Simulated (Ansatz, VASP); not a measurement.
# AlNi3: VASP beside Ansatz

INCAR

```
PREC = Accurate
ENCUT = 520
EDIFF = 1E-6
ISMEAR = -1
SIGMA = 0.03
LREAL = False
LASPH = True
NELM = 100
ALGO = Normal
ISIF = 2
LWAVE = False
LCHARG = False
GGA = PE
NBANDS = 24
```

KPOINTS

```
regular mesh
0
Gamma
  10 10 10
```

POSCAR

```
AlNi3
1.0
    3.4754400422      0.0000000000      0.0000000000
    0.0000000000      3.4754400422      0.0000000000
    0.0000000000      0.0000000000      3.4754400422
Al Ni
1 3
Direct
    0.0000000000      0.0000000000      0.0000000000
    0.0000000000      0.5000000000      0.5000000000
    0.5000000000      0.0000000000      0.5000000000
    0.5000000000      0.5000000000      0.0000000000
```

Input for Ansatz:

```yaml
crystal:
  lattice:
    - [3.4754400422, 0.0, 0.0]
    - [0.0, 3.4754400422, 0.0]
    - [0.0, 0.0, 3.4754400422]
  atoms:
    - { symbol: Al, position: [0.0, 0.0, 0.0] }
    - { symbol: Ni, position: [0.0, 0.5, 0.5] }
    - { symbol: Ni, position: [0.5, 0.0, 0.5] }
    - { symbol: Ni, position: [0.5, 0.5, 0.0] }
kpoints:
  mp_grid: { grid: [10, 10, 10] }
scf:
  occupations: { method: fermi_dirac, width: 0.03 }
hamiltonian:
  xc: pbe
  pseudopotentials: { kind: paw }
output:
  forces: true
  stress: true
  eigenvalues: true
```

Change from the starting cell: volume scaled by 0.96, no spin polarisation, PAW files.

Alike in both runs: task single point; functional PBE; k mesh 10 × 10 × 10; occupations fermi-dirac, width 0.03 eV; no spin polarisation.

|  | VASP | Ansatz |
| --- | --- | --- |
| version | VASP 6.6.1 | Ansatz 0.2.0 |
| potentials or method | VASP PAW PBE potentials, release 64 (Al, Ni) | PAW with Ansatz's default frozen-core files, scalar-relativistic |
| plane-wave cutoff (eV) | 520 | 420 |
| valence electrons in the cell | 33 | 57 |

```csv
,VASP,Ansatz,Ansatz less VASP
pressure (GPa),16.5,16.6,+0.07
```

The functional is the same, so the differences come from potentials, cutoffs and numerics. VASP's potentials hold 33 valence electrons a cell and Ansatz's 57, so a difference there can come from the potentials and not from the codes.
